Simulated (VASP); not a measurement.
MnPt3, 4 atoms in the cell. Symmetry: P4/mmm, No. 123, tetragonal system. The conventional cell has a = 3.873 Å, b = 3.873 Å, c = 3.757 Å, α = 90.00°, β = 90.00°, γ = 90.00°. Within 3.6 Å of Mn (site symmetry 4/mmm) lie 12 Pt at 2.70 to 2.74 Å. Pt (site symmetry mmm) has 4 Mn at 2.70 Å and 8 Pt at 2.70 to 2.74 Å within 3.6 Å. Within 3.6 Å of Pt (site symmetry 4/mmm) lie 8 Pt at 2.70 Å and 4 Mn at 2.74 Å.  This cell differs from its parent crystal: strain +0.000 along x and y, -0.030 along z.

* Program: VASP 6.6.1
* Task: single point
* Functional: PBEsol
* Potentials or basis: VASP PAW PBE potentials, release 64 (Mn_pv, Pt)
* Cutoff: 520 eV
* k mesh: 12 × 12 × 12
* Occupations: gaussian, width 0.15 eV
* Spin: collinear spin, ferromagnetic start
* Starting moments: [4.07, 0.17, 0.17, 0.17] μB
* Dipole correction: no
* Further INCAR settings: ALGO = Normal; EDIFF = 1e-07; NBANDS = 34

Potentials or basis: VASP PAW PBE potentials, release 64 (Mn_pv, Pt).

Run with:

```sh
$ cat potpaw_PBE.64/Mn_pv/POTCAR potpaw_PBE.64/Pt/POTCAR > POTCAR
$ mpirun -np 1 vasp_std > vasp.out
```

Hardware: 1 thread of Oxide Virtual Turin-like Processor, with other jobs on the host.

**Question.** Estimate the wall time of this run.

**Answer.** Wall time 16 min on 1 thread of Oxide Virtual Turin-like Processor (shared host), peak memory 0.56 GiB. Counts: scf iterations 17, k points 196.
